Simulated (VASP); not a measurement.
# Be: single point with PBEsol

Crystal: Be.

```
Be
1.0
     2.24244    0.00000    0.00000
    -1.12122    1.94201    0.00000
     0.00000    0.00000    3.63275
Be
2
Direct
  0.33333 0.66667 0.25000
  0.66667 0.33333 0.75000
```

```json
{
 "Program": "VASP 6.6.1",
 "Task": "single point",
 "Functional": "PBEsol",
 "Potentials or basis": "VASP PAW PBE potentials, release 64 (Be)",
 "Cutoff": "520 eV",
 "k mesh": "15 × 15 × 8",
 "Occupations": "fermi-dirac, width 0.05 eV",
 "Spin": "no spin polarisation",
 "Dipole correction": "no",
 "Further INCAR settings": "ALGO = Normal; EDIFF = 1e-06; NBANDS = 9"
}
```

The pressure is -1.0 GPa. The band gap on the k mesh is zero (band 2 reaches 7.73 eV, above the bottom of band 3 at 6.09 eV).

Stress tensor (GPa, compression positive):
```
 1.81  0.00  0.00
 0.00  1.81  0.00
 0.00  0.00 -6.71
```

Levels at points of the mesh, in eV from the Fermi level:
```
           k point  band 1  band 2  band 3  band 4  band 5  band 6  band 7
(0.00, 0.00, 0.00)  -11.68   -5.05    0.31   16.23   16.23   18.92   18.92
(0.00, 0.00, 0.50)   -9.60   -9.60    9.54    9.54   17.76   17.76   17.76
```

It used 8.6 s of CPU time on 1 thread of Intel(R) Xeon(R) Platinum 8375C CPU @ 2.90GHz (Ice Lake), on a shared host.

Caveat: the PAW data sets were made with another functional, which shifts forces and pressure a little.
